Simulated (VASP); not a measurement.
Wanted: the native input for a VASP 6.6.1 run.

| Item | Value |
| --- | --- |
| Task | single point |
| Functional | PBE |
| Potentials or basis | VASP PAW PBE potentials, release 64 (Li_sv) |
| Cutoff | 520 eV |
| k mesh | 13 × 13 × 13 |
| Occupations | fermi-dirac, width 0.08 eV |
| Spin | no spin polarisation |
| Dipole correction | no |
| Further INCAR settings | ALGO = Normal; EDIFF = 1e-07; NBANDS = 8 |

The structure of Li lies in POSCAR:

```
Li
1.0
    0.0000000000      2.2451874350      2.2451874350
    2.2451874350      0.0000000000      2.2451874350
    2.2451874350      2.2451874350      0.0000000000
Li
1
Direct
    0.0000000000      0.0000000000      0.0000000000
```

This isn't the form of Li at room conditions, which is bcc.

One way to write it, as run:

INCAR

```
ALGO     = Normal         # electronic algorithm
EDIFF    = 1E-7           # SCF threshold, eV
ENCUT    = 520            # plane-wave cutoff, eV
GGA      = PE             # functional
ISIF     = 2              # what is computed and relaxed
ISMEAR   = -1             # smearing method
LASPH    = True           # aspherical terms in the spheres
LCHARG   = True           # write CHGCAR
LELF     = True           # ELF
LREAL    = False          # projectors in reciprocal space
LVHAR    = True         
LWAVE    = False          # write WAVECAR
NBANDS   = 8              # bands
NELM     = 60             # most SCF steps
PREC     = Accurate       # precision mode
SIGMA    = 0.08           # smearing width, eV
```

KPOINTS

```
k-points
0
Gamma
  13 13 13
```

Potentials or basis: VASP PAW PBE potentials, release 64 (Li_sv).

Launch:

```bash
$ cat potpaw_PBE.64/Li_sv/POTCAR > POTCAR
$ mpirun -np 1 vasp_std > vasp.out
```

It gave:

The band gap on the k mesh is zero (an odd number of electrons rules out a gap without spin polarisation).

Run time: 15 s on 1 thread of Intel Xeon 8259CL, with other jobs on the host, peak memory 0.13 GiB.
